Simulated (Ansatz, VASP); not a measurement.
## One calculation of SrTiO3, two programs

```
CELL_PARAMETERS angstrom
3.95639 0.00000 0.00000
0.00000 3.95639 0.00000
0.00000 0.00000 3.95639
ATOMIC_POSITIONS crystal
Sr 0.50000 0.50000 0.50000
Ti 0.00000 0.00000 0.00000
O 0.50000 0.00000 0.00000
O 0.00000 0.50000 0.00000
O 0.00000 0.00000 0.50000
```

Alike in both runs: task single point; functional HSE06; k mesh 4 × 4 × 4; no spin polarisation.

|  | VASP | Ansatz |
| --- | --- | --- |
| version | VASP 6.6.1 | Ansatz 0.2.0 |
| potentials or method | VASP PAW PBE potentials, release 64 (Sr_sv, Ti_sv, O), cutoff 520 eV | scalar-relativistic, plane waves, PAW |
| occupations | gaussian, width 0.01 eV | fixed |
| valence electrons in the cell | 40 | 40 |

|  | VASP | Ansatz | Ansatz less VASP |
| --- | --- | --- | --- |
| gap on the k mesh at the Fermi level (eV) | 3.19 | 3.22 | +0.034 |
| least direct gap on the mesh (eV) | 3.59 | 3.62 | +0.029 |
| pressure (GPa) | -7.6 | -8.2 | -0.59 |

Ansatz's warnings: stress exchange threshold loose, stress scf threshold loose.
